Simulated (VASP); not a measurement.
# Si2Mo in VASP: further runs

Si2Mo is run at these levels: PBEsol; tasks: relaxation of cell and atoms, single point.

Everything below comes from runs of VASP 6.6.1. Logs are shortened: lines on timing, memory, paths and dates and some standing lists are left out, and cuts for length are marked.

## 1. The cell of the first run

Symmetry: I4/mmm, No. 139, tetragonal system. Conventional cell: a = 3.144 Å, b = 3.144 Å, c = 7.719 Å, α = 90.00°, β = 90.00°, γ = 90.00°. Within 3.4 Å of Si (site symmetry 4mm) lie 9 Si at 2.55 to 3.14 Å and 5 Mo at 2.56 to 2.58 Å. Within 3.4 Å of Mo (site symmetry 4/mmm) lie 10 Si at 2.56 to 2.58 Å and 4 Mo at 3.14 Å.

## 2. Relaxation of cell and atoms, PBEsol, target pressure 10 GPa, at which the enthalpy is minimised

File INCAR:

```
SYSTEM = Si2Mo
PREC     = Accurate       ! precision mode
ENCUT    = 600            ! plane-wave cutoff, eV
EDIFF    = 1E-6           ! SCF threshold, eV
ISMEAR   = 0              ! smearing method
SIGMA    = 0.1            ! smearing width, eV
LREAL    = .False.        ! projectors in reciprocal space
LASPH    = .True.         ! aspherical terms in the spheres
NELM     = 100            ! most SCF steps
ALGO     = Normal         ! electronic algorithm
ISIF     = 3              ! what is computed and relaxed
LWAVE    = .False.        ! write WAVECAR
LCHARG   = .False.        ! write CHGCAR
GGA      = PS             ! functional
IBRION   = 2              ! ionic algorithm
NSW      = 70             ! ionic steps
EDIFFG   = -0.008         ! ionic threshold
PSTRESS  = 100.0
```

File KPOINTS:

```
regular mesh
0
Gamma
  18 18 18
  0 0 0
```

File POSCAR:

```
Si2Mo
1.0
   -1.5719684384      1.5719684384      3.8595950352
    1.5719684384     -1.5719684384      3.8595950352
    1.5719684384      1.5719684384     -3.8595950352
Si Mo
2 1
Direct
    0.3347588939      0.3347588939      0.0000000000
    0.6652411061      0.6652411061      0.0000000000
    0.0000000000      0.0000000000      0.0000000000
```

Potentials or basis: VASP PAW PBE potentials, release 64 (Si, Mo_sv).

On the command line:

```
$ cat potpaw_PBE.64/Si/POTCAR potpaw_PBE.64/Mo_sv/POTCAR > POTCAR
$ mpirun -np 1 vasp_std > vasp.out
```

OUTCAR:

```text
SYSTEM = Si2Mo
   PREC = Accurate
   ENCUT = 600
   EDIFF = 1E-6
   ISMEAR = 0
   LREAL = .False.
   LASPH = .True.
   NELM = 100
   ISIF = 3
   GGA = PS
   IBRION = 2
   NSW = 70
   EDIFFG = -0.008
   PSTRESS = 100.0

 ion  position               nearest neighbor table
   1  0.335  0.335  0.000-   2 2.55   3 2.56   3 2.56   3 2.56   3 2.56   2 2.58   2 2.58   2 2.58
                             2 2.58   3 2.58
   2  0.665  0.665  0.000-   1 2.55   3 2.56   3 2.56   3 2.56   3 2.56   1 2.58   1 2.58   1 2.58
                             1 2.58   3 2.58
   3  0.000  0.000  0.000-   2 2.56   2 2.56   2 2.56   1 2.56   2 2.56   1 2.56   1 2.56   1 2.56
                             1 2.58   2 2.58

  LATTYP: Found a body centered tetragonal cell.
 ALAT       =     3.1439368768
 C/A-ratio  =     2.4552624219

  Lattice vectors:

 A1 = (  -1.5719684384,   1.5719684384,   3.8595950352)
 A2 = (   1.5719684384,  -1.5719684384,   3.8595950352)
 A3 = (   1.5719684384,   1.5719684384,  -3.8595950352)

Analysis of symmetry for initial positions (statically):
=====================================================================
 Subroutine PRICEL returns:
 Original cell was already a primitive cell.

 Routine SETGRP: Setting up the symmetry group for a
 body centered tetragonal supercell.

 Subroutine GETGRP returns: Found 16 space group operations
 (whereof 16 operations were pure point group operations)
 out of a pool of 16 trial point group operations.

The static configuration has the point symmetry D_4h.

Analysis of symmetry for dynamics (positions and initial velocities):
=====================================================================
 Subroutine PRICEL returns:
 Original cell was already a primitive cell.

 Routine SETGRP: Setting up the symmetry group for a
 body centered tetragonal supercell.

 Subroutine GETGRP returns: Found 16 space group operations
 (whereof 16 operations were pure point group operations)
 out of a pool of 16 trial point group operations.

The dynamic configuration has the point symmetry D_4h.

 Subroutine INISYM returns: Found 16 space group operations
 (whereof 16 operations are pure point group operations),
 and found     1 'primitive' translations

----------------------------------------------------------------------------------------

                                     Primitive cell

  volume of cell :      38.1495

  direct lattice vectors                    reciprocal lattice vectors
    -1.571968438  1.571968438  3.859595035     0.000000000  0.318072544  0.129547270
     1.571968438 -1.571968438  3.859595035     0.318072544  0.000000000  0.129547270
     1.571968438  1.571968438 -3.859595035     0.318072544  0.318072544  0.000000000

  length of vectors
     4.454059202  4.454059202  4.454059202     0.343442336  0.343442336  0.449822505

  position of ions in fractional coordinates (direct lattice)
     0.334758894  0.334758894  0.000000000
     0.665241106  0.665241106  0.000000000
     0.000000000  0.000000000  0.000000000

  ion indices of the primitive-cell ions
   primitive index   ion index
                 1           1
                 2           2
                 3           3

----------------------------------------------------------------------------------------

 KPOINTS: regular mesh

Automatic generation of k-mesh.
 Grid dimensions read from file:
 generate k-points for:   18   18   18

 Generating k-lattice:

  Cartesian coordinates                     Fractional coordinates (reciprocal lattice)
     0.000000000  0.017670697  0.007197071     0.055555556 -0.000000000  0.000000000
     0.017670697  0.000000000  0.007197071    -0.000000000  0.055555556  0.000000000
     0.017670697  0.017670697  0.000000000     0.000000000  0.000000000  0.055555556

  Length of vectors
     0.019080130  0.019080130  0.024990139

  Shift w.r.t. Gamma in fractional coordinates (k-lattice)
     0.000000000  0.000000000  0.000000000

 Subroutine IBZKPT returns following result:
 ===========================================

 Found    480 irreducible k-points:

 Following reciprocal coordinates:
            Coordinates               Weight
  0.000000  0.000000  0.000000      1.000000
  0.055556 -0.000000  0.000000      8.000000
  0.111111 -0.000000  0.000000      8.000000
  0.166667  0.000000  0.000000      8.000000
  0.222222  0.000000 -0.000000      8.000000
  0.277778  0.000000  0.000000      8.000000
[... 16 lines left out ...]
 -0.277778  0.055556  0.000000     16.000000
 -0.222222  0.055556  0.000000     16.000000
 [... further k-points ...]
   k-points           NKPTS =    480   k-points in BZ     NKDIM =    480   number of bands    NBANDS=     15
   number of dos      NEDOS =    301   number of ions     NIONS =      3
   total plane-waves  NPLWV =  46656
   dimension x,y,z NGX =    36 NGY =   36 NGZ =   36
   dimension x,y,z NGXF=    72 NGYF=   72 NGZF=   72
   ions per type =               2   1
   NGX,Y,Z   is equivalent  to a cutoff of  13.44, 13.44, 13.44 a.u.
   NGXF,Y,Z  is equivalent  to a cutoff of  26.87, 26.87, 26.87 a.u.
 SYSTEM =  Si2Mo
   PREC   = accura    normal or accurate (medium, high low for compatibility)
   ISTART =      0    job   : 0-new  1-cont  2-samecut
   ICHARG =      2    charge: 1-file 2-atom 10-const
   ISPIN  =      1    spin polarized calculation?
   LNONCOLLINEAR =      F non collinear calculations
   LSORBIT =      F    spin-orbit coupling
   LASPH  =      T    aspherical Exc in radial PAW
   ENCUT  =  600.0 eV  44.10 Ry    6.64 a.u.   8.90  8.90  8.90*2*pi/ulx,y,z
   NELM   =    100;   NELMIN=  2; NELMDL= -5     # of ELM steps
   EDIFF  = 0.1E-05   stopping-criterion for ELM
   LREAL  =      F    real-space projection
   EDIFFG = -.8E-02   stopping-criterion for IOM
   NSW    =     70    number of steps for IOM
   IBRION =      2    ionic relax: 0-MD 1-quasi-New 2-CG
   NFREE  =      1    steps in history (QN), initial steepest desc. (CG)
   ISIF   =      3    stress and relaxation
   ISYM   =      2    0-nonsym 1-usesym 2-fastsym
   POTIM  = 0.5000    time-step for ionic-motion
   TEBEG  =    0.0;   TEEND  =   0.0 temperature during run
   PSTRESS=  100.0 pullay stress
   NELECT =      22.0000    total number of electrons
   NUPDOWN=      -1.0000    fix difference up-down
   EMIN   =  10.00;   EMAX   =-10.00  energy-range for DOS
   EFERMI =   0.00;   METHOD = LEGACY
   ISMEAR =     0;   SIGMA  =   0.10  broadening in eV -4-tet -1-fermi 0-gaus
   EFERMI_NEDOS =   21; number of points for ismear=-14 and -15
   IALGO  =     38    algorithm
   IMIX   =      4    mixing-type and parameters
     AMIX     =   0.40;   BMIX     =  1.00
     AMIX_MAG =   1.60;   BMIX_MAG =  1.00
  volume/ion in A,a.u.               =      12.72        85.82
  Fermi-wavevector in a.u.,A,eV,Ry     =   1.362655  2.575045 25.263690  1.856829
  Thomas-Fermi vector in A             =   2.489126
   LORBIT       =      0    0 simple, 1 ext, 2 COOP (PROOUT), +10 PAW based schemes
   GGA     = PS    functional components
   LHFCALC =     F    Hartree Fock is set to
   AEXX    =    0.0000 exact exchange contribution
   IVDW    =     0    specifies the selected vdW correction
   LEPSILON=     F    determine dielectric tensor
   LRPA    =     F    only Hartree local field effects (RPA)
 conjugate gradient relaxation of ions
 non-spin polarized calculation
 Gauss-broadening in eV      SIGMA  =   0.10
  energy-cutoff  :      600.00
  volume of cell :       38.15
 maximum number of plane-waves:      1294
   NGX = 17   NGY = 17   NGZ = 17

--------------------------------------- Ionic step        1  -------------------------------------------

 number of electron      22.0000000 magnetization

 Free energy of the ion-electron system (eV)
  ---------------------------------------------------
  ext. energy  EPLUGINS =         0.00000000
  ---------------------------------------------------
  free energy    TOTEN  =       -25.02496998 eV

  energy without entropy =      -25.02377463  energy(sigma->0) =      -25.02437231

------------------------ aborting loop because EDIFF is reached ----------------------------------------

  FORCE on cell =-STRESS in cart. coord.  units (eV):
  Direction    XX          YY          ZZ          XY          YZ          ZX
  --------------------------------------------------------------------------------------
  -------------------------------------------------------------------------------------
  Total        2.4795749      2.4795749      2.6378309      0.0000000     -0.0000000      0.0000000
  in kB      104.1354121    104.1354121    110.7817338      0.0000000     -0.0000000      0.0000000
  external PRESSURE =       6.3508527 kB  Pullay stress =     100.0000000 kB
[... 102 lines left out ...]
  enthalpy is  TOTEN    =       -22.6441754371 eV   P V=        2.3875118317

--------------------------------------- Ionic step        4  -------------------------------------------

 number of electron      22.0000000 magnetization

 Free energy of the ion-electron system (eV)
  ---------------------------------------------------
  ext. energy  EPLUGINS =         0.00000000
  ---------------------------------------------------
  free energy    TOTEN  =       -25.02992693 eV

  energy without entropy =      -25.02874942  energy(sigma->0) =      -25.02933817

 E-fermi :  12.9654     XC(G=0): -12.7558

 val. band max:       12.9544679978   @ k =  -0.4444  -0.4444   0.2778
 cond. band min:      12.9863433052   @ k =  -0.3889   0.5000   0.3333
 fundamental gap:      0.0318753074
 Fermi energy:        12.9653895241

 k-point     1 :       0.0000    0.0000    0.0000
  band No.  band energies     occupation
      1     -47.5958      2.00000
      2     -21.8235      2.00000
      3     -21.7055      2.00000
      4     -21.7055      2.00000
      5      -0.8683      2.00000
      6       6.2417      2.00000
      7       9.5874      2.00000
      8       9.6290      2.00000
      9      10.2048      2.00000
     10      10.2048      2.00000
     11      13.3892      0.00000
     12      15.9216      0.00000
     13      16.4525      0.00000
     14      16.6989      0.00000
     15      16.6989      0.00000
[... 397 lines left out ...]
 k-point    24 :      -0.2222    0.0556    0.0000
  band No.  band energies     occupation
      1     -47.5852      2.00000
      2     -21.8377      2.00000
      3     -21.8109      2.00000
      4     -21.7024      2.00000
      5       0.0403      2.00000
      6       6.3974      2.00000
      7       7.6795      2.00000
      8       9.5404      2.00000
      9      10.2119      2.00000
     10      11.0648      2.00000
     11      11.6042      2.00000
     12      14.9861      0.00000
     13      15.4349      0.00000
     14      17.2069      0.00000
     15      17.5464      0.00000

 [... further k-points ...]

------------------------ aborting loop because EDIFF is reached ----------------------------------------

  FORCE on cell =-STRESS in cart. coord.  units (eV):
  Direction    XX          YY          ZZ          XY          YZ          ZX
  --------------------------------------------------------------------------------------
  -------------------------------------------------------------------------------------
  Total        2.4059336      2.4059336      2.3792119      0.0000000      0.0000000      0.0000000
  in kB      100.8478735    100.8478735     99.7277991      0.0000000      0.0000000      0.0000000
  external PRESSURE =       0.4745154 kB  Pullay stress =     100.0000000 kB
[... 18 lines left out ...]
  FREE ENERGIE OF THE ION-ELECTRON SYSTEM (eV)
  ---------------------------------------------------
  free  energy   TOTEN  =       -25.0299269255 eV

  energy  without entropy=      -25.0287494223  energy(sigma->0) =      -25.02933817

  enthalpy is  TOTEN    =       -22.6442210630 eV   P V=        2.3857058624

 reached required accuracy - stopping structural energy minimisation
```

Run time: 5.7 min. Hardware: 1 thread of Intel Xeon 6975P-C (Granite Rapids), shared host; peak memory 0.48 GiB.

Results:

```
Free energy                                            : -25.0299 eV
Relaxed volume                                         : 12.74 Å³/atom
Relaxed cell                                           : a = 4.460 Å, b = 4.460 Å, c = 4.460 Å, α = 138.72°, β = 138.72°, γ = 59.80°
Space group after relaxing (to 0.05 Å)                 : I4/mmm (No. 139)
Energy change on relaxing (the enthalpy is what falls) : -1.7 meV/atom
Ionic steps                                            : 4
Pressure after relaxing                                : 10.0 GPa
Band gap on the k mesh                                 : zero (band 11 reaches 13.50 eV, above the bottom of band 12 at 12.51 eV)
```

Stress tensor (GPa, compression positive):
```
10.08  0.00  0.00
 0.00 10.08  0.00
 0.00  0.00  9.97
```

The path:
```
step  energy change (eV)  largest force (eV/Å)  pressure (GPa)  volume (Å³)
   1              0.0000                0.0578           10.64        38.15
   2             -0.0168                0.0221            8.61        38.43
   3             -0.0067                0.0278            9.88        38.25
   4             -0.0050                0.0003           10.05        38.22
```

Final structure:
```
Si Mo
1.0
    -1.57213    1.57213    3.86625
     1.57213   -1.57213    3.86625
     1.57213    1.57213   -3.86625
Si Mo
2 1
Direct
  0.33445 0.33445 0.00000
  0.66555 0.66555 0.00000
  0.00000 0.00000 0.00000
```

Caveat: the cell is relaxed towards a set pressure, so the enthalpy falls and the energy may rise; the PAW data sets were made with another functional, which shifts forces and pressure a little.

## 3. Single point, PBEsol (one atom moved)

File INCAR:

```
PREC = Accurate
ENCUT = 520
EDIFF = 1E-7
ISMEAR = 0
SIGMA = 0.1
LREAL = F
LASPH = T
NELM = 100
ALGO = Normal
ISIF = 2
LWAVE = F
LCHARG = T
GGA = PS
LELF = T
LVHAR = T
NBANDS = 18
```

File KPOINTS:

```
Automatic mesh
0
Gamma
  16 16 16
```

File POSCAR:

```
Si2Mo
1.0
   -1.6000000000      1.6000000000      3.9305000000
    1.6000000000     -1.6000000000      3.9305000000
    1.6000000000      1.6000000000     -3.9305000000
Si Mo
2 1
Direct
    0.3330000000      0.3330000000      0.0000000000
    0.6670000000      0.6670000000      0.0000000000
   -0.0047891438     -0.0251641438     -0.0114187500
```

Potentials or basis: VASP PAW PBE potentials, release 64 (Si, Mo_sv).

On the command line:

```
$ cat potpaw_PBE.64/Si/POTCAR potpaw_PBE.64/Mo_sv/POTCAR > POTCAR
$ mpirun -np 1 vasp_std > vasp.out
```

It took 15 min on 1 thread of Intel Xeon 6975P-C (Granite Rapids), shared host; peak memory 1.4 GiB.

The run converged. Its results:

| Property | Result |
| --- | --- |
| Free energy | -25.0241 eV |
| Pressure | -1.7 GPa |
| Largest force | 1.071 eV/Å |
| Band gap on the k mesh | zero (band 11 reaches 12.66 eV, above the bottom of band 12 at 11.81 eV) |

Forces in eV/Å, atoms in the order of the input:
```
Si  -0.298  0.085 -0.144
Si  -0.182  0.052 -0.803
Mo   0.481 -0.137  0.947
```

Stress tensor (GPa, compression positive):
```
-1.49 -0.13  0.47
-0.13 -1.37 -0.13
 0.47 -0.13 -2.19
```

Levels at points of the mesh, in eV from the Fermi level:
```csv
k point,band 9,band 10,band 11,band 12,band 13,band 14
"(0.00, 0.00, 0.00)",-2.65,-2.64,0.41,3.04,3.08,3.66
"(0.50, 0.00, 0.00)",-2.64,-2.50,-0.52,2.25,3.06,4.02
"(0.00, 0.50, 0.00)",-2.61,-2.51,-0.54,2.25,3.08,4.02
"(0.00, 0.50, 0.50)",-2.63,-2.50,-0.53,2.25,3.07,4.02
"(0.50, 0.00, 0.50)",-2.64,-2.51,-0.52,2.26,3.04,4.02
"(0.50, 0.50, 0.00)",-4.46,-3.05,-1.13,2.32,2.66,3.04
"(0.00, 0.00, 0.50)",-4.46,-3.05,-1.12,2.32,2.67,3.02
"(0.50, 0.50, 0.50)",-0.74,-0.73,-0.35,-0.33,0.56,4.58
```

Caveat: the cell differs from its parent crystal (one atom moved); the PAW data sets were made with another functional, which shifts forces and pressure a little.

## 4. Single point, PBEsol

This run uses another cell than the first one, of 13.42 Å³/atom, 1.055 times its volume.

File INCAR:

```
SYSTEM = Si2Mo
PREC     = Accurate       ! precision mode
ENCUT    = 520            ! plane-wave cutoff, eV
EDIFF    = 1E-7           ! SCF threshold, eV
ISMEAR   = 0              ! smearing method
SIGMA    = 0.1            ! smearing width, eV
LREAL    = .False.        ! projectors in reciprocal space
LASPH    = .True.         ! aspherical terms in the spheres
NELM     = 100            ! most SCF steps
ALGO     = Normal         ! electronic algorithm
ISIF     = 2              ! what is computed and relaxed
LWAVE    = .False.        ! write WAVECAR
LCHARG   = .False.        ! write CHGCAR
GGA      = PS             ! functional
NBANDS   = 18             ! bands
```

File KPOINTS:

```
regular mesh
0
Gamma
  8 8 8
  0 0 0
```

Edit POSCAR of step 3 so:

```diff
@@ -10,2 +10,2 @@
     0.6670000000      0.6670000000      0.0000000000
-   -0.0047891438     -0.0251641438     -0.0114187500
+    0.0000000000      0.0000000000      0.0000000000
```

On the command line:

```
$ cat potpaw_PBE.64/Si/POTCAR potpaw_PBE.64/Mo_sv/POTCAR > POTCAR
$ mpirun -np 1 vasp_std > vasp.out
```

Run time: 28 s. Hardware: 1 thread of Intel Xeon 6975P-C (Granite Rapids), shared host; peak memory 0.22 GiB.

Results (log left out):

```yaml
Free_energy: -25.0732 eV
Pressure: -2.4 GPa
Largest_force: 0.362 eV/Å
Band_gap_on_the_k_mesh: zero (band 11 reaches 12.71 eV, above the bottom of band 12 at 11.67 eV)
```

Forces on the atoms (eV/Å):
```
Si   0.000  0.000  0.362
Si   0.000  0.000 -0.362
Mo   0.000  0.000  0.000
```

Stress tensor (GPa, compression positive):
```
-1.84  0.00  0.00
 0.00 -1.84  0.00
 0.00  0.00 -3.49
```

Levels at points of the mesh, in eV from the Fermi level:
```
           k point  band 7  band 8  band 9  band 10  band 11  band 12  band 13  band 14  band 15  band 16
(0.00, 0.00, 0.00)   -3.37   -2.96   -2.57    -2.57     0.51     3.16     3.17     3.73     3.73     4.15
(0.50, 0.00, 0.00)   -4.84   -4.38   -2.54    -2.42    -0.43     2.34     3.11     4.13     4.34     5.54
(0.50, 0.50, 0.00)   -5.63   -5.18   -4.42    -2.98    -1.05     2.40     2.80     3.10     3.34     4.88
(0.50, 0.50, 0.50)   -3.45   -2.22   -0.50    -0.50    -0.43    -0.43     0.65     4.71     5.24     5.96
```

Caveat: the PAW data sets were made with another functional, which shifts forces and pressure a little.

## 5. Overview

```csv
task,cell,k mesh,cutoff (eV),gap on the mesh (eV),pressure (GPa),largest force (eV/Å)
relaxation of cell and atoms,"relaxed to 10 GPa from a = 4.454 Å, angles 138.7, 138.7, 59.9°, 3 atoms",18 × 18 × 18,600,none,10.0,-
single point,"a = 4.535 Å, angles 138.7, 138.7, 59.9°, 3 atoms",16 × 16 × 16,520,none,-1.7,1.07
single point,"a = 4.535 Å, angles 138.7, 138.7, 59.9°, 3 atoms",8 × 8 × 8,520,none,-2.4,0.36
```

Some of these runs hold the atoms at other places in the same cell, which the table doesn't show; runs alike in all that it shows share one row.

Alike in all rows: level PBEsol; potentials or basis VASP PAW PBE potentials, release 64 (Si, Mo_sv); no spin polarisation; smearing gaussian 0.1 eV.

Caveats: the PAW data sets were made with another functional, which shifts forces and pressure a little; the cell is relaxed towards a set pressure, so the enthalpy falls and the energy may rise (some runs).

Absolute energies hang on the potentials; compare differences alone.
